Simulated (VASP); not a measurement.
**Sc2BP3: relaxation of cell and atoms with PBE**

Sc2BP3:

```
Sc B P
1.0
     3.20839    0.00000    0.00000
     0.00000    3.20839    0.00000
     0.00000    0.00000    9.71384
Sc B P
2 1 3
Direct
  0.50000 0.50000 0.32482
  0.50000 0.50000 0.67518
  0.50000 0.50000 0.00000
  0.00000 0.00000 0.83907
  0.00000 0.00000 0.16093
  0.00000 0.00000 0.50000
```

The cell was generated, and may not be a known phase.

```
Program                : VASP 6.6.1
Task                   : relaxation of cell and atoms
Functional             : PBE
Potentials or basis    : VASP PAW PBE potentials, release 64 (Sc_sv, B, P)
Cutoff                 : 600 eV
k mesh                 : 6 × 6 × 2
Occupations            : gaussian, width 0.1 eV
Spin                   : no spin polarisation
Dipole correction      : no
Further INCAR settings : ALGO = Normal; EDIFF = 1e-07; IBRION = 2; EDIFFG = -0.04; NSW = 90; ISIF = 3
```

- Relaxed volume: 15.08 Å³/atom
- Relaxed cell: a = 3.306 Å, b = 3.306 Å, c = 8.278 Å, α = 90.00°, β = 90.00°, γ = 90.00°
- Space group after relaxing (to 0.1 Å): P4/mmm (No. 123)
- Energy gained by relaxing: 352.9 meV/atom
- Ionic steps: 28
- Pressure after relaxing: 0.0 GPa
- Largest force after relaxing: 0.016 eV/Å
- Band gap on the k mesh: zero (bands 20 and 21 overlap by 1.54 eV)

Forces in eV/Å, atoms in the order of the input:
```
Sc   0.000  0.000  0.016
Sc   0.000  0.000 -0.016
B    0.000  0.000  0.000
P    0.000  0.000 -0.009
P    0.000  0.000  0.009
P    0.000  0.000  0.000
```

Step by step:
| step | energy change (eV) | largest force (eV/Å) | pressure (GPa) | volume (Å³) |
| --- | --- | --- | --- | --- |
| 1 | 0.0000 | 0.5626 | -4.29 | 99.99 |
| 2 | -0.5615 | 1.1793 | -0.93 | 93.57 |
| 3 | -1.1641 | 2.2520 | 7.59 | 85.02 |
| 4 | 1.0952 | 2.1204 | 54.19 | 68.26 |
| 5 | -1.1133 | 2.3006 | 9.99 | 83.47 |
| 6 | -1.1343 | 2.1287 | 13.01 | 81.52 |
| 7 | -1.2652 | 1.9691 | 13.77 | 80.99 |
| 8 | -1.3917 | 1.2299 | 16.02 | 79.76 |
| 9 | -1.5631 | 1.0820 | 13.05 | 81.35 |
| 10 | -1.9042 | 0.7117 | 5.47 | 86.28 |
| 11 | -1.9651 | 0.6186 | -4.97 | 96.70 |
| 12 | -2.0285 | 0.6434 | -1.30 | 92.35 |
| 13 | -2.0287 | 0.6445 | -1.05 | 92.08 |
| 14 | -2.0429 | 0.5331 | -0.80 | 91.96 |
| 15 | -2.0689 | 0.1970 | 0.02 | 91.58 |
| 16 | -2.0719 | 0.0525 | 0.47 | 91.40 |
| 17 | -2.0800 | 0.0658 | 0.24 | 91.59 |
| 18 | -2.0885 | 0.2015 | -0.35 | 91.98 |
| 19 | -2.0934 | 0.1616 | -0.32 | 91.79 |
| 20 | -2.0995 | 0.1335 | -0.20 | 91.47 |
| 21 | -2.1107 | 0.0983 | 0.12 | 90.82 |
| 22 | -2.0743 | 0.7379 | 0.89 | 89.44 |
| 23 | -2.1141 | 0.1164 | 0.23 | 90.59 |
| 24 | -2.1115 | 0.3561 | 0.43 | 90.13 |
| 25 | -2.1151 | 0.1890 | 0.29 | 90.44 |
| 26 | -2.1127 | 0.0717 | -0.36 | 90.54 |
| 27 | -2.1167 | 0.1183 | 0.02 | 90.48 |
| 28 | -2.1174 | 0.0155 | 0.00 | 90.49 |

Final structure:
```
CELL_PARAMETERS angstrom
3.30626 0.00000 0.00000
0.00000 3.30626 0.00000
0.00000 0.00000 8.27839
ATOMIC_POSITIONS crystal
Sc 0.50000 0.50000 0.30455
Sc 0.50000 0.50000 0.69545
B 0.50000 0.50000 0.00000
P 0.00000 0.00000 0.87007
P 0.00000 0.00000 0.12993
P 0.00000 0.00000 0.50000
```

Levels at points of the mesh, in eV from the Fermi level:
```csv
k point,band 18,band 19,band 20,band 21,band 22,band 23
"(0.00, 0.00, 0.00)",-0.11,-0.11,0.09,0.29,0.29,0.68
"(0.50, 0.00, 0.00)",-0.64,-0.27,0.05,0.51,0.68,1.33
"(0.50, 0.50, 0.00)",-3.19,-3.19,-1.85,-1.24,0.96,1.71
"(0.00, 0.00, 0.50)",-0.41,-0.34,-0.34,-0.07,0.59,0.59
"(0.50, 0.00, 0.50)",-1.29,-0.70,0.02,0.63,1.61,1.99
"(0.50, 0.50, 0.50)",-3.16,-3.16,-1.62,0.56,1.67,1.67
```

Run time: 30 min on 1 thread of AMD EPYC 9755 128-Core Processor, on a shared host, peak memory 0.28 GiB.
